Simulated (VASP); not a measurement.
# LiNbO3 (LiNbO3 (R3c)) (Cc) in VASP: single point with PBE

Aim: the single point of LiNbO3 (LiNbO3 (R3c)) with PBE.

Everything below comes from runs of VASP 6.6.1. Logs are shortened: lines on timing, memory, paths and dates and some standing lists are left out, and cuts for length are marked.

## Step 1: The cell of the first run

The typed cell holds 40 atoms: a = 5.550 Å, b = 11.101 Å, c = 11.101 Å, α = 55.75°, β = 55.75°, γ = 55.75°.

## Step 2: Single point, PBE

Input file INCAR:

```
ALGO = Normal
EDIFF = 1E-6
ENCUT = 520
GGA = PE
ISIF = 2
ISMEAR = -1
LASPH = T
LCHARG = T
LELF = T
LREAL = Auto
LVHAR = T
LWAVE = F
NBANDS = 162
NELM = 80
PREC = Accurate
SIGMA = 0.01
```

Input file KPOINTS:

```
Automatic mesh
0
Gamma
  2 2 2
  0.5 0.5 0.5
```

Input file POSCAR:

```
LiNbO3
1.0
    2.5949501400      1.4981951600      4.6722232500
   -5.1899002700      2.9963903200      9.3444465000
    0.0000000000     -5.9927806400      9.3444465000
Li Nb O
8 8 24
Direct
    0.7183927777      0.3591123703      0.3591771180
    0.2183927777      0.1091771180      0.1091123703
    0.7183927777      0.3591123703      0.8591771180
    0.2183927777      0.1091771180      0.6091123703
    0.7183927777      0.8591123703      0.3591771180
    0.2183927777      0.6091771180      0.1091123703
    0.7183927777      0.8591123703      0.8591771180
    0.2183927777      0.6091771180      0.6091123703
    0.9995011365      0.4999236378      0.4999463415
    0.4995011365      0.2499463415      0.2499236378
    0.9995011365      0.4999236378      0.9999463415
    0.4995011365      0.2499463415      0.7499236378
    0.9995011365      0.9999236378      0.4999463415
    0.4995011365      0.7499463415      0.2499236378
    0.9995011365      0.9999236378      0.9999463415
    0.4995011365      0.7499463415      0.7499236378
    0.2781285329      0.3212309634      0.4443346947
    0.6419945347      0.4446730060      0.1396076173
    0.8901680283      0.1394001481      0.3207791129
    0.3901680283      0.0707791129      0.3894001481
    0.7781285329      0.1943346947      0.0712309634
    0.1419945347      0.3896076173      0.1946730060
    0.2781285329      0.3212309634      0.9443346947
    0.6419945347      0.4446730060      0.6396076173
    0.8901680283      0.1394001481      0.8207791129
    0.3901680283      0.0707791129      0.8894001481
    0.7781285329      0.1943346947      0.5712309634
    0.1419945347      0.3896076173      0.6946730060
    0.2781285329      0.8212309634      0.4443346947
    0.6419945347      0.9446730060      0.1396076173
    0.8901680283      0.6394001481      0.3207791129
    0.3901680283      0.5707791129      0.3894001481
    0.7781285329      0.6943346947      0.0712309634
    0.1419945347      0.8896076173      0.1946730060
    0.2781285329      0.8212309634      0.9443346947
    0.6419945347      0.9446730060      0.6396076173
    0.8901680283      0.6394001481      0.8207791129
    0.3901680283      0.5707791129      0.8894001481
    0.7781285329      0.6943346947      0.5712309634
    0.1419945347      0.8896076173      0.6946730060
```

Potentials or basis: VASP PAW PBE potentials, release 64 (Li_sv, Nb_sv, O).

Launch:

```bash
> cat potpaw_PBE.64/Li_sv/POTCAR potpaw_PBE.64/Nb_sv/POTCAR potpaw_PBE.64/O/POTCAR > POTCAR
> mpirun -np 1 vasp_std > vasp.out
```

OUTCAR:

```text
EDIFF = 1E-6
   ENCUT = 520
   GGA = PE
   ISIF = 2
   ISMEAR = -1
   LASPH = T
   LREAL = Auto
   NELM = 80
   PREC = Accurate

 ion  position               nearest neighbor table
   1  0.718  0.359  0.359-  32 2.08  22 2.08  27 2.08  18 2.26  19 2.27  17 2.27
   2  0.218  0.109  0.109-  19 2.08  30 2.08  23 2.08  34 2.26  26 2.27  21 2.27
   3  0.718  0.359  0.859-  38 2.08  28 2.08  21 2.08  24 2.26  25 2.27  23 2.27
   4  0.218  0.109  0.609-  25 2.08  36 2.08  17 2.08  40 2.26  20 2.27  27 2.27
   5  0.718  0.859  0.359-  20 2.08  34 2.08  39 2.08  30 2.26  31 2.27  29 2.27
   6  0.218  0.609  0.109-  31 2.08  18 2.08  35 2.08  22 2.26  38 2.27  33 2.27
[... 8 lines left out ...]
  15  1.000  1.000  1.000-  30 1.89  25 1.89  35 1.89  21 2.15  34 2.16  26 2.16
  16  0.500  0.750  0.750-  40 1.89  38 1.89  39 1.89  35 2.15  36 2.16  37 2.16
  17  0.278  0.321  0.444-   9 1.89   4 2.08  10 2.15   1 2.27
  18  0.642  0.445  0.140-  11 1.89   6 2.08  10 2.16   1 2.26
  19  0.890  0.139  0.321-  13 1.89   2 2.08  10 2.16   1 2.27
  20  0.390  0.071  0.389-  10 1.89   5 2.08  13 2.16   4 2.27
  21  0.778  0.194  0.071-  10 1.89   3 2.08  15 2.15   2 2.27
  22  0.142  0.390  0.195-  10 1.89   1 2.08  11 2.16   6 2.26
[... 16 lines left out ...]
  39  0.778  0.694  0.571-  16 1.89   5 2.08   9 2.15   8 2.27
  40  0.142  0.890  0.695-  16 1.89   7 2.08  13 2.16   4 2.26

  LATTYP: Found a base centered monoclinic cell.
 ALAT       =    15.1977748256
 B/A-ratio  =     0.6829815986
 C/A-ratio  =     0.3652177898
 COS(beta)  =    -0.0918250328

  Lattice vectors:

 A1 = (   7.7848504100,  -1.4981951600,  -4.6722232500)
 A2 = (   2.5949501400,   7.4909758000,  -4.6722232500)
 A3 = (   2.5949501400,   1.4981951600,   4.6722232500)

Analysis of symmetry for initial positions (statically):
=====================================================================
 Subroutine PRICEL returns following result:

  LATTYP: Found a trigonal (rhomboedric) cell.
 ALAT       =     5.5504977289
 COS(alpha) =     0.5628563531

  Lattice vectors:

 A1 = (   2.5949501400,   1.4981951600,   4.6722232500)
 A2 = (  -2.5949501350,   1.4981951600,   4.6722232500)
 A3 = (   0.0000000000,  -2.9963903200,   4.6722232500)

   4 primitive cells build up your supercell.

 Routine SETGRP: Setting up the symmetry group for a
 base centered monoclinic supercell.

 Subroutine GETGRP returns: Found  2 space group operations
 (whereof  1 operations were pure point group operations)
 out of a pool of  4 trial point group operations.

The static configuration has the point symmetry C_1 .
 The point group associated with its full space group is C_1h.

Analysis of symmetry for dynamics (positions and initial velocities):
=====================================================================
 Subroutine PRICEL returns following result:

  LATTYP: Found a trigonal (rhomboedric) cell.
 ALAT       =     5.5504977289
 COS(alpha) =     0.5628563531

  Lattice vectors:

 A1 = (   2.5949501400,   1.4981951600,   4.6722232500)
 A2 = (  -2.5949501350,   1.4981951600,   4.6722232500)
 A3 = (   0.0000000000,  -2.9963903200,   4.6722232500)

   4 primitive cells build up your supercell.

 Routine SETGRP: Setting up the symmetry group for a
 base centered monoclinic supercell.

 Subroutine GETGRP returns: Found  2 space group operations
 (whereof  1 operations were pure point group operations)
 out of a pool of  4 trial point group operations.

The dynamic configuration has the point symmetry C_1 .
 The point group associated with its full space group is C_1h.

 Subroutine INISYM returns: Found  2 space group operations
 (whereof  1 operations are pure point group operations),
 and found     4 'primitive' translations

----------------------------------------------------------------------------------------

                                     Primitive cell

  volume of cell :     108.9864

  direct lattice vectors                    reciprocal lattice vectors
     2.594950140  1.498195160  4.672223250     0.192681930  0.111244964  0.071343623
    -2.594950135  1.498195160  4.672223250    -0.192681930  0.111244964  0.071343623
     0.000000000 -2.996390320  4.672223250     0.000000000 -0.222489928  0.071343623

  length of vectors
     5.550497731  5.550497729  5.550497730     0.233648626  0.233648626  0.233648626

  position of ions in fractional coordinates (direct lattice)
     0.718392778  0.718224741  0.718354236
     0.218392778  0.218354236  0.218224741
     0.999501137  0.999847276  0.999892683
     0.499501137  0.499892683  0.499847276
     0.278128533  0.642461927  0.888669389
     0.641994535  0.889346012  0.279215235
     0.890168028  0.278800296  0.641558226
     0.390168028  0.141558226  0.778800296
     0.778128533  0.388669389  0.142461927
     0.141994535  0.779215235  0.389346012

  ion indices of the primitive-cell ions
   primitive index   ion index
                 1           1
                 2           4
                 3           9
                 4          10
                 5          17
                 6          18
                 7          19
                 8          32
                 9          27
                10          22

----------------------------------------------------------------------------------------

 KPOINTS: Automatic mesh

Automatic generation of k-mesh.
 Grid dimensions read from file:
 generate k-points for:    2    2    2

 Generating k-lattice:

  Cartesian coordinates                     Fractional coordinates (reciprocal lattice)
     0.096340965  0.055622482  0.035671811     0.500000000 -0.000000000 -0.000000000
    -0.048170482  0.027811241  0.017835906    -0.000000000  0.500000000  0.000000000
     0.000000000 -0.055622482  0.017835906     0.000000000  0.000000000  0.500000000

  Length of vectors
     0.116824313  0.058412157  0.058412157

  Shift w.r.t. Gamma in fractional coordinates (k-lattice)
     0.500000000  0.500000000  0.500000000

 Subroutine IBZKPT returns following result:
 ===========================================

 Found      3 irreducible k-points:

 Following reciprocal coordinates:
            Coordinates               Weight
  0.250000  0.250000  0.250000      2.000000
 -0.250000  0.250000  0.250000      2.000000
  0.250000 -0.250000  0.250000      4.000000
   k-points           NKPTS =      3   k-points in BZ     NKDIM =      3   number of bands    NBANDS=    162
   number of dos      NEDOS =    301   number of ions     NIONS =     40
   total plane-waves  NPLWV = 296352
   dimension x,y,z NGX =    42 NGY =   84 NGZ =   84
   dimension x,y,z NGXF=    84 NGYF=  168 NGZF=  168
   ions per type =               8   8  24
   NGX,Y,Z   is equivalent  to a cutoff of  12.58, 12.58, 12.58 a.u.
   NGXF,Y,Z  is equivalent  to a cutoff of  25.16, 25.16, 25.16 a.u.
 SYSTEM =  unknown system
   PREC   = accura    normal or accurate (medium, high low for compatibility)
   ISTART =      0    job   : 0-new  1-cont  2-samecut
   ICHARG =      2    charge: 1-file 2-atom 10-const
   ISPIN  =      1    spin polarized calculation?
   LNONCOLLINEAR =      F non collinear calculations
   LSORBIT =      F    spin-orbit coupling
   LASPH  =      T    aspherical Exc in radial PAW
   ENCUT  =  520.0 eV  38.22 Ry    6.18 a.u.  10.32 20.64 20.64*2*pi/ulx,y,z
   NELM   =     80;   NELMIN=  2; NELMDL= -5     # of ELM steps
   EDIFF  = 0.1E-05   stopping-criterion for ELM
   LREAL  =      T    real-space projection
   EDIFFG = 0.1E-04   stopping-criterion for IOM
   NSW    =      0    number of steps for IOM
   IBRION =     -1    ionic relax: 0-MD 1-quasi-New 2-CG
   NFREE  =      0    steps in history (QN), initial steepest desc. (CG)
   ISIF   =      2    stress and relaxation
   ISYM   =      2    0-nonsym 1-usesym 2-fastsym
   POTIM  = 0.5000    time-step for ionic-motion
   TEBEG  =    0.0;   TEEND  =   0.0 temperature during run
   PSTRESS=    0.0 pullay stress
   NELECT =     272.0000    total number of electrons
   NUPDOWN=      -1.0000    fix difference up-down
   EMIN   =  10.00;   EMAX   =-10.00  energy-range for DOS
   EFERMI =   0.00;   METHOD = LEGACY
   ISMEAR =    -1;   SIGMA  =   0.01  broadening in eV -4-tet -1-fermi 0-gaus
   EFERMI_NEDOS =   21; number of points for ismear=-14 and -15
   IALGO  =     38    algorithm
   IMIX   =      4    mixing-type and parameters
     AMIX     =   0.40;   BMIX     =  1.00
     AMIX_MAG =   1.60;   BMIX_MAG =  1.00
  volume/ion in A,a.u.               =      10.90        73.55
  Fermi-wavevector in a.u.,A,eV,Ry     =   1.398901  2.643540 26.625577  1.956925
  Thomas-Fermi vector in A             =   2.522014
   LORBIT       =      0    0 simple, 1 ext, 2 COOP (PROOUT), +10 PAW based schemes
   GGA     = PE    functional components
   LHFCALC =     F    Hartree Fock is set to
   AEXX    =    0.0000 exact exchange contribution
   IVDW    =     0    specifies the selected vdW correction
   LEPSILON=     F    determine dielectric tensor
   LRPA    =     F    only Hartree local field effects (RPA)
 non-spin polarized calculation
  energy-cutoff  :      520.00
  volume of cell :      435.95
 maximum number of plane-waves:     11751
 NGX is ok and might be reduce to    42
   NGX = 21   NGY = 41   NGZ = 41

 number of electron     271.9999996 magnetization

 Free energy of the ion-electron system (eV)
  ---------------------------------------------------
  ext. energy  EPLUGINS =         0.00000000
  ---------------------------------------------------
  free energy    TOTEN  =      -320.23362497 eV

  energy without entropy =     -320.23362497  energy(sigma->0) =     -320.23362497

 E-fermi :   3.6261     XC(G=0): -10.6670

 val. band max:        3.2627550730   @ k =   0.2500   0.2500   0.2500
 cond. band min:       6.9512936146   @ k =   0.2500  -0.2500   0.2500
 fundamental gap:      3.6885385415
 Fermi energy:         3.6260843041

 k-point     1 :       0.2500    0.2500    0.2500
  band No.  band energies     occupation
      1     -50.9143      2.00000
      2     -50.9099      2.00000
      3     -50.9089      2.00000
      4     -50.9089      2.00000
      5     -50.9089      2.00000
      6     -50.9089      2.00000
[... 140 lines left out ...]
    147       7.8525      0.00000
    148       7.8525      0.00000

 k-point     2 :      -0.2500    0.2500    0.2500
  band No.  band energies     occupation
      1     -50.9121      2.00000
      2     -50.9121      2.00000
      3     -50.9112      2.00000
      4     -50.9112      2.00000
      5     -50.9067      2.00000
      6     -50.9067      2.00000
[... 140 lines left out ...]
    147       7.7443      0.00000
    148       7.7443      0.00000

 k-point     3 :       0.2500   -0.2500    0.2500
  band No.  band energies     occupation
      1     -50.9128      2.00000
      2     -50.9127      2.00000
      3     -50.9096      2.00000
      4     -50.9096      2.00000
      5     -50.9083      2.00000
      6     -50.9083      2.00000
[... 140 lines left out ...]
    147       7.8570      0.00000
    148       7.9090      0.00000
 [bands above 148 left out]

------------------------ aborting loop because EDIFF is reached ----------------------------------------

  FORCE on cell =-STRESS in cart. coord.  units (eV):
  Direction    XX          YY          ZZ          XY          YZ          ZX
  --------------------------------------------------------------------------------------
  -------------------------------------------------------------------------------------
  Total       -1.0042085     -0.9750983     -1.3350844     -0.0252102     -0.0732526     -0.1268772
  in kB       -3.6906448     -3.5836595     -4.9066725     -0.0926520     -0.2692161     -0.4662961
  external PRESSURE =      -4.0603256 kB  Pullay stress =       0.0000000 kB

 VOLUME and BASIS-vectors are now :
 -----------------------------------------------------------------------------
  energy-cutoff  :      520.00
  volume of cell :      435.95
      direct lattice vectors                 reciprocal lattice vectors
     2.594950140  1.498195160  4.672223250     0.192681930  0.111244964  0.071343623
    -5.189900270  2.996390320  9.344446500    -0.096340965  0.055622482  0.035671811
     0.000000000 -5.992780640  9.344446500     0.000000000 -0.111244964  0.035671811

 POSITION                                       TOTAL-FORCE (eV/Angst)
 -----------------------------------------------------------------------------------
      0.00044     -0.00014     10.06851        -0.001187     -0.000882      0.001466
      0.00010      0.00045      3.06017        -0.001357     -0.000587      0.001466
      0.00044     -2.99653     14.74073        -0.001187     -0.000882      0.001466
      0.00010     -2.99594      7.73240        -0.001357     -0.000587      0.001466
     -2.59451      1.49806     14.74073        -0.001187     -0.000882      0.001466
     -2.59485      1.49864      7.73240        -0.001357     -0.000587      0.001466
[... 32 lines left out ...]
     -1.58432     -0.17698     15.46160        -0.007231      0.011836      0.022394
     -4.24851     -1.28468     15.46766         0.015331      0.011981     -0.036112
 -----------------------------------------------------------------------------------
    total drift:                               -0.002957     -0.001704     -0.001056

  FREE ENERGIE OF THE ION-ELECTRON SYSTEM (eV)
  ---------------------------------------------------
  free  energy   TOTEN  =      -320.2336249668 eV

  energy  without entropy=     -320.2336249668  energy(sigma->0) =     -320.23362497
```

It took 22 min on 1 thread of AMD EPYC 7R13 (Zen 3), shared host; peak memory 0.66 GiB.

Results:

```
Free energy            : -320.2336 eV
Largest force          : 0.048 eV/Å
Band gap on the k mesh : 3.69 eV
```

Forces on the atoms (eV/Å):
```
Li  -0.001 -0.001  0.001
Li  -0.001 -0.001  0.001
Li  -0.001 -0.001  0.001
Li  -0.001 -0.001  0.001
Li  -0.001 -0.001  0.001
Li  -0.001 -0.001  0.001
Li  -0.001 -0.001  0.001
Li  -0.001 -0.001  0.001
Nb   0.017  0.018  0.036
Nb   0.024  0.006  0.036
Nb   0.017  0.018  0.036
Nb   0.024  0.006  0.036
Nb   0.017  0.018  0.036
Nb   0.024  0.006  0.036
Nb   0.017  0.018  0.036
Nb   0.024  0.006  0.036
O    0.007 -0.012  0.022
O    0.018  0.007 -0.036
O   -0.032 -0.026 -0.024
O   -0.039 -0.015 -0.024
O   -0.007  0.012  0.022
O    0.015  0.012 -0.036
O    0.007 -0.012  0.022
O    0.018  0.007 -0.036
O   -0.032 -0.026 -0.024
O   -0.039 -0.015 -0.024
O   -0.007  0.012  0.022
O    0.015  0.012 -0.036
O    0.007 -0.012  0.022
O    0.018  0.007 -0.036
O   -0.032 -0.026 -0.024
O   -0.039 -0.015 -0.024
O   -0.007  0.012  0.022
O    0.015  0.012 -0.036
O    0.007 -0.012  0.022
O    0.018  0.007 -0.036
O   -0.032 -0.026 -0.024
O   -0.039 -0.015 -0.024
O   -0.007  0.012  0.022
O    0.015  0.012 -0.036
```

Caveat: the k points lie up to 0.73 Å⁻¹ apart; the cutoff is under 1.25 times the usual one of these potentials, so pressure, stress and relaxed cells hold a basis-set (Pulay) error. A k mesh can miss the band edges.
